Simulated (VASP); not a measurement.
Wanted: the native input for a VASP 6.6.1 run.

```yaml
Task: relaxation of cell and atoms
Functional: PBE
Potentials_or_basis: VASP PAW PBE potentials, release 64 (Al, N)
Cutoff: 600 eV
k_mesh: 8 × 8 × 8
Occupations: gaussian, width 0.01 eV
Spin: no spin polarisation
Target_pressure: 20 GPa
Dipole_correction: no
Further_INCAR_settings: ALGO = Normal; EDIFF = 1e-06; IBRION = 2; EDIFFG = -0.03; NSW = 80; ISIF = 3
```

The structure of AlN lies in POSCAR:

```
AlN
1.0
    0.0000000000      2.1839935600      2.1839935600
    2.1839935600      0.0000000000      2.1839935600
    2.1839935600      2.1839935600      0.0000000000
Al N
1 1
Direct
    0.0000000000      0.0000000000      0.0000000000
    0.7500000000      0.7500000000      0.7500000000
```

The input as run:

INCAR

```
SYSTEM = AlN
PREC     = Accurate       ! precision mode
ENCUT    = 600            ! plane-wave cutoff, eV
EDIFF    = 1E-6           ! SCF threshold, eV
ISMEAR   = 0              ! smearing method
SIGMA    = 0.01           ! smearing width, eV
LREAL    = .FALSE.        ! projectors in reciprocal space
LASPH    = .TRUE.         ! aspherical terms in the spheres
NELM     = 60             ! most SCF steps
ALGO     = Normal         ! electronic algorithm
ISIF     = 3              ! what is computed and relaxed
LWAVE    = .FALSE.        ! write WAVECAR
LCHARG   = .FALSE.        ! write CHGCAR
GGA      = PE             ! functional
IBRION   = 2              ! ionic algorithm
NSW      = 80             ! ionic steps
EDIFFG   = -0.03          ! ionic threshold
PSTRESS  = 200.0
```

KPOINTS

```
Automatic mesh
0
G
  8 8 8
  0 0 0
```

Potentials or basis: VASP PAW PBE potentials, release 64 (Al, N).

The run is started by

```sh
$ cat potpaw_PBE.64/Al/POTCAR potpaw_PBE.64/N/POTCAR > POTCAR
$ mpirun -np 1 vasp_std > vasp.out
```

Results of the run:

- Relaxed volume: 9.78 Å³/atom
- Relaxed cell: a = 3.024 Å, b = 3.024 Å, c = 3.024 Å, α = 60.00°, β = 60.00°, γ = 60.00°
- Space group after relaxing (to 0.05 Å): F-43m (No. 216)
- Energy change on relaxing (the enthalpy is what falls): +46.8 meV/atom
- Ionic steps: 3
- Pressure after relaxing: 19.7 GPa
- Band gap on the k mesh: 3.35 eV, indirect (least direct gap 4.77 eV)

Caveat: the cell is relaxed towards a set pressure, so the enthalpy falls and the energy may rise.

Wall time 21 s on 1 thread of Intel(R) Xeon(R) Platinum 8259CL CPU @ 2.50GHz (Skylake/Cascade Lake) (shared host), peak memory 0.15 GiB.
